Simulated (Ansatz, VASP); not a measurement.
## Two plane-wave programs on Li3AsF6

File INCAR:

```
PREC = Accurate
ENCUT = 600
EDIFF = 1E-6
ISMEAR = 0
SIGMA = 0.02
LREAL = False
LASPH = True
NELM = 60
ALGO = Normal
ISIF = 3
LWAVE = False
LCHARG = False
GGA = PS
IBRION = 2
NSW = 100
EDIFFG = -0.005
```

Contents of KPOINTS:

```
regular mesh
0
Gamma
  6 6 6
```

File POSCAR:

```
Li3AsF6
1.0
    0.0000000000      4.0149560000      4.0149560000
    4.0149560000      0.0000000000      4.0149560000
    4.0149560000      4.0149560000      0.0000000000
Li As F
3 1 6
Direct
    0.2500000000      0.2500000000      0.2500000000
    0.7500000000      0.7500000000      0.7500000000
    0.5000000000      0.5000000000      0.5000000000
    0.0000000000      0.0000000000      0.0000000000
    0.2539300000      0.2539300000      0.7460700000
    0.2539300000      0.7460700000      0.7460700000
    0.7460700000      0.7460700000      0.2539300000
    0.2539300000      0.7460700000      0.2539300000
    0.7460700000      0.2539300000      0.7460700000
    0.7460700000      0.2539300000      0.2539300000
```

Input for Ansatz:

```yaml
crystal:
  lattice:
    - [0.0, 4.014956, 4.014956]
    - [4.014956, 0.0, 4.014956]
    - [4.014956, 4.014956, 0.0]
  atoms:
    - { symbol: Li, position: [0.25, 0.25, 0.25] }
    - { symbol: Li, position: [0.75, 0.75, 0.75] }
    - { symbol: Li, position: [0.5, 0.5, 0.5] }
    - { symbol: As, position: [0.0, 0.0, 0.0] }
    - { symbol: F, position: [0.25393, 0.25393, 0.74607] }
    - { symbol: F, position: [0.25393, 0.74607, 0.74607] }
    - { symbol: F, position: [0.74607, 0.74607, 0.25393] }
    - { symbol: F, position: [0.25393, 0.74607, 0.25393] }
    - { symbol: F, position: [0.74607, 0.25393, 0.74607] }
    - { symbol: F, position: [0.74607, 0.25393, 0.25393] }
basis:
  ecutwfc: 420
kpoints:
  mp_grid: { grid: [6, 6, 6] }
hamiltonian:
  xc: pbesol
scf:
  occupations: { method: gaussian, width: 0.02 }
output:
  forces: true
  stress: true
  eigenvalues: true
relax:
  adjacent_minimum: "off"
  f_tol: 0.005
  max_steps: 80
  cell: { stress_tol: 0.05 }
```

Alike in both runs: task relaxation of cell and atoms; functional PBEsol; k mesh 6 × 6 × 6; occupations gaussian, width 0.02 eV; no spin polarisation.

|  | VASP | Ansatz |
| --- | --- | --- |
| version | VASP 6.6.1 | Ansatz 0.2.0 |
| potentials or method | VASP PAW PBE potentials, release 64 (Li_sv, As, F), cutoff 600 eV | scalar-relativistic, plane waves, PAW |
| valence electrons in the cell | 56 | 66 |

```tsv
	VASP	Ansatz	Ansatz less VASP
gap on the k mesh at the Fermi level, each at its own relaxed structure (eV)	3.98	3.97	-0.015
relaxed volume (Å³/atom)	12.31	12.41	+0.095
relaxed length of the cell vector where the two differ most in proportion (Å)	5.584	5.598	+0.0144
```

VASP's potentials were made for PBE, not for PBEsol. VASP's potentials hold 56 valence electrons a cell and Ansatz's 66, so a difference there can come from the potentials and not from the codes.

Noted on VASP's run: the cutoff is under 1.25 times that of the potentials, so the pressure is a little rough.
